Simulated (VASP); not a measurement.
# Cr (Im-3m) in VASP: a series of runs, part 3 of 3

VASP 6.6.1.

**6. Electric field gradients, PBE, collinear spin, ferromagnetic start (volume scaled by 1.06)**

INCAR

```
PREC     = Accurate       # precision mode
ENCUT    = 520            # plane-wave cutoff, eV
EDIFF    = 1E-8           # SCF threshold, eV
ISMEAR   = -1             # smearing method
SIGMA    = 0.03           # smearing width, eV
LREAL    = False          # projectors in reciprocal space
LASPH    = True           # aspherical terms in the spheres
NELM     = 150            # most SCF steps
ALGO     = Normal         # electronic algorithm
ISIF     = 2              # what is computed and relaxed
LWAVE    = False          # write WAVECAR
LCHARG   = False          # write CHGCAR
ISPIN    = 2              # spin polarisation
MAGMOM   = 3              # initial moments
LORBIT   = 11             # projections on sites
LMAXMIX  = 4              # l up to which the mixer works
GGA      = PE             # functional
LEFG     = True         
NBANDS   = 16             # bands
```

KPOINTS

```
regular mesh
0
Gamma
  16 16 16
```

POSCAR

```
Cr
1.0
   -1.4702307093      1.4702307093      1.4702307093
    1.4702307093     -1.4702307093      1.4702307093
    1.4702307093      1.4702307093     -1.4702307093
Cr
1
Direct
    0.0000000000      0.0000000000      0.0000000000
```

Potentials or basis: VASP PAW PBE potentials, release 64 (Cr_pv).

On the command line:

```bash
> cat potpaw_PBE.64/Cr_pv/POTCAR > POTCAR
> mpirun -np 1 vasp_std > vasp.out
```

OUTCAR:

```text
PREC = Accurate
   ENCUT = 520
   EDIFF = 1E-8
   ISMEAR = -1
   LREAL = False
   LASPH = True
   NELM = 150
   ISIF = 2
   ISPIN = 2
   LORBIT = 11
   GGA = PE

 ion  position               nearest neighbor table
   1  0.000  0.000  0.000-

  LATTYP: Found a body centered cubic cell.
 ALAT       =     2.9404614186

  Lattice vectors:

 A1 = (  -1.4702307093,   1.4702307093,   1.4702307093)
 A2 = (   1.4702307093,  -1.4702307093,   1.4702307093)
 A3 = (   1.4702307093,   1.4702307093,  -1.4702307093)

Analysis of symmetry for initial positions (statically):
=====================================================================
 Subroutine PRICEL returns:
 Original cell was already a primitive cell.

 Routine SETGRP: Setting up the symmetry group for a
[... 1121 lines left out ...]
  volume of cell :       12.71
      direct lattice vectors                 reciprocal lattice vectors
    -1.470230709  1.470230709  1.470230709     0.000000000  0.340082680  0.340082680
     1.470230709 -1.470230709  1.470230709     0.340082680  0.000000000  0.340082680
     1.470230709  1.470230709 -1.470230709     0.340082680  0.340082680  0.000000000

 POSITION                                       TOTAL-FORCE (eV/Angst)
 -----------------------------------------------------------------------------------
      0.00000      0.00000      0.00000        -0.000000      0.000000      0.000000
 -----------------------------------------------------------------------------------
    total drift:                                0.000000     -0.000000      0.000000

  FREE ENERGIE OF THE ION-ELECTRON SYSTEM (eV)
  ---------------------------------------------------
  free  energy   TOTEN  =        -9.4366666666 eV

  energy  without entropy=       -9.4343696970  energy(sigma->0) =       -9.43551818

 Electric field gradients (V/A^2)
---------------------------------------------------------------------
 ion       V_xx      V_yy      V_zz      V_xy      V_xz      V_yz
---------------------------------------------------------------------
   1      -0.000    -0.000    -0.000    -0.000    -0.000    -0.000
---------------------------------------------------------------------

 Electric field gradients after diagonalization (V/A^2)
 (convention: |V_zz| > |V_xx| > |V_yy|)
----------------------------------------------------------------------
 ion       V_xx      V_yy      V_zz     asymmetry (V_yy - V_xx)/ V_zz
----------------------------------------------------------------------
   1       0.000     0.000    -0.001       0.000
----------------------------------------------------------------------

           NMR quadrupolar parameters

 Cq : quadrupolar parameter    Cq=e*Q*V_zz/h
 eta: asymmetry parameters     (V_yy - V_xx)/ V_zz
 Q  : nuclear electric quadrupole moment in mb (millibarn)
----------------------------------------------------------------------
 ion       Cq(MHz)       eta       Q (mb)
----------------------------------------------------------------------
   1      -0.000       0.000       1.000
----------------------------------------------------------------------

 total charge

# of ion       s       p       d       tot
------------------------------------------
    1        0.407   6.348   4.110  10.864

 magnetization (x)

# of ion       s       p       d       tot
------------------------------------------
    1       -0.000  -0.000  -0.000  -0.000
```

Run time: 32 s. Hardware: 1 thread of Intel Xeon Platinum 8559C (Emerald Rapids), shared host; peak memory 0.16 GiB.

Results:

- Free energy: -9.4367 eV
- Pressure: -20.5 GPa
- Band gap on the k mesh: zero (filled and empty bands overlap)
- Net moment: 0.00 μB per cell
- Valence electrons inside the program's atomic spheres: Cr 10.86

Levels at points of the mesh, in eV from the Fermi level:
Spin up:
```
           k point  band 4  band 5  band 6  band 7  band 8  band 9
(0.00, 0.00, 0.00)   -7.47   -0.77   -0.77   -0.77    1.04    1.04
(0.50, 0.00, 0.00)   -3.94   -2.12    0.94    1.02    1.32    2.49
(0.50, 0.50, 0.50)   -3.72   -3.72    2.16    2.16    2.16    7.08
```
Spin down:
```
           k point  band 2  band 3  band 4  band 5  band 6  band 7  band 8  band 9  band 10  band 11
(0.00, 0.00, 0.00)  -42.82  -42.82   -7.47   -0.77   -0.77   -0.77    1.04    1.04     7.08    21.58
(0.50, 0.00, 0.00)  -43.03  -42.82   -3.94   -2.12    0.94    1.02    1.32    2.49     7.07     8.86
(0.50, 0.50, 0.50)  -43.29  -43.29   -3.72   -3.72    2.16    2.16    2.16    7.08     9.81     9.81
```

Caveat: the starting moments collapsed, and a magnetic state may lie lower; without QUAD_EFG the Cq values of the log hold for a quadrupole moment of 1 mb, not for the nuclei.

**7. Electric field gradients, PBE, collinear spin, ferromagnetic start (volume scaled by 1.06)**

INCAR

```
SYSTEM = Cr
PREC = Accurate
ENCUT = 520
EDIFF = 1E-8
ISMEAR = -1
SIGMA = 0.03
LREAL = .FALSE.
LASPH = .TRUE.
NELM = 150
ALGO = Normal
ISIF = 2
LWAVE = .FALSE.
LCHARG = .FALSE.
ISPIN = 2
MAGMOM = 3
LORBIT = 11
LMAXMIX = 4
GGA = PE
LEFG = .TRUE.
NBANDS = 16
```

KPOINTS

```
Automatic mesh
0
G
  16 16 16
  0 0 0
```

POSCAR is that of step 6.

Potentials or basis: VASP PAW PBE potentials, release 64 (Cr_pv).

On the command line:

```bash
> cat potpaw_PBE.64/Cr_pv/POTCAR > POTCAR
> mpirun -np 1 vasp_std > vasp.out
```

OUTCAR:

```text
SYSTEM = Cr
   PREC = Accurate
   ENCUT = 520
   EDIFF = 1E-8
   ISMEAR = -1
   LREAL = .FALSE.
   LASPH = .TRUE.
   NELM = 150
   ISIF = 2
   ISPIN = 2
   LORBIT = 11
   GGA = PE

 ion  position               nearest neighbor table
   1  0.000  0.000  0.000-

  LATTYP: Found a body centered cubic cell.
 ALAT       =     2.9404614186

  Lattice vectors:

 A1 = (  -1.4702307093,   1.4702307093,   1.4702307093)
 A2 = (   1.4702307093,  -1.4702307093,   1.4702307093)
 A3 = (   1.4702307093,   1.4702307093,  -1.4702307093)

Analysis of symmetry for initial positions (statically):
[... 1145 lines left out ...]
---------------------------------------------------------------------
 ion       V_xx      V_yy      V_zz      V_xy      V_xz      V_yz
---------------------------------------------------------------------
   1      -0.000    -0.000    -0.000    -0.000    -0.000    -0.000
---------------------------------------------------------------------

 Electric field gradients after diagonalization (V/A^2)
 (convention: |V_zz| > |V_xx| > |V_yy|)
----------------------------------------------------------------------
 ion       V_xx      V_yy      V_zz     asymmetry (V_yy - V_xx)/ V_zz
----------------------------------------------------------------------
   1       0.000     0.000    -0.001       0.000
----------------------------------------------------------------------

           NMR quadrupolar parameters

 Cq : quadrupolar parameter    Cq=e*Q*V_zz/h
 eta: asymmetry parameters     (V_yy - V_xx)/ V_zz
 Q  : nuclear electric quadrupole moment in mb (millibarn)
----------------------------------------------------------------------
 ion       Cq(MHz)       eta       Q (mb)
----------------------------------------------------------------------
   1      -0.000       0.000       1.000
----------------------------------------------------------------------

 total charge

# of ion       s       p       d       tot
------------------------------------------
    1        0.407   6.348   4.110  10.864

 magnetization (x)

# of ion       s       p       d       tot
------------------------------------------
    1       -0.000  -0.000  -0.000  -0.000
```

OSZICAR:

```text
N       E                     dE             d eps       ncg     rms          rms(c)
DAV:   1     0.828617736923E+02    0.82862E+02   -0.62708E+03  9408   0.846E+02
DAV:   2    -0.825812905221E+01   -0.91120E+02   -0.86822E+02 10144   0.245E+02
DAV:   3    -0.979733986625E+01   -0.15392E+01   -0.15357E+01 10536   0.352E+01
DAV:   4    -0.980338282403E+01   -0.60430E-02   -0.60429E-02 10816   0.219E+00
DAV:   5    -0.980343374125E+01   -0.50917E-04   -0.50917E-04 10616   0.181E-01    0.170E+01
DAV:   6    -0.937948166641E+01    0.42395E+00   -0.24047E+00  9520   0.266E+01    0.373E+00
DAV:   7    -0.943652638422E+01   -0.57045E-01   -0.19575E-01  9672   0.335E+00    0.215E+00
DAV:   8    -0.943966024050E+01   -0.31339E-02   -0.51361E-03 10408   0.914E-01    0.981E-01
DAV:   9    -0.943634614805E+01    0.33141E-02   -0.15859E-03 10328   0.469E-01    0.267E-01
DAV:  10    -0.943665204842E+01   -0.30590E-03   -0.31035E-04  9896   0.197E-01    0.607E-02
DAV:  11    -0.943667061884E+01   -0.18570E-04   -0.11256E-05 10576   0.354E-02    0.205E-02
DAV:  12    -0.943666987884E+01    0.74000E-06   -0.33392E-06  9808   0.139E-02    0.102E-02
DAV:  13    -0.943666670966E+01    0.31692E-05   -0.74604E-07  9728   0.818E-03    0.372E-03
DAV:  14    -0.943666659773E+01    0.11193E-06   -0.16908E-07  9944   0.520E-03    0.473E-04
DAV:  15    -0.943666662951E+01   -0.31780E-07   -0.61584E-09  7344   0.788E-04    0.236E-04
DAV:  16    -0.943666665815E+01   -0.28641E-07   -0.68822E-10  4768   0.271E-04    0.107E-04
DAV:  17    -0.943666666663E+01   -0.84749E-08   -0.76869E-11  4760   0.907E-05
   1 F= -.94366667E+01 E0= -.94355182E+01  d E =-.229697E-02  mag=    -0.0000
```

Wall time 32 s (1 thread of Intel Xeon Platinum 8559C (Emerald Rapids), shared host); peak memory 0.16 GiB.

Results:

| Item | Value |
| --- | --- |
| Free energy | -9.4367 eV |
| Pressure | -20.5 GPa |
| Band gap on the k mesh | zero (filled and empty bands overlap) |
| Net moment | 0.00 μB per cell |
| Valence electrons inside the program's atomic spheres | Cr 10.86 |

Caveat: the starting moments collapsed, and a magnetic state may lie lower; without QUAD_EFG the Cq values of the log hold for a quadrupole moment of 1 mb, not for the nuclei.
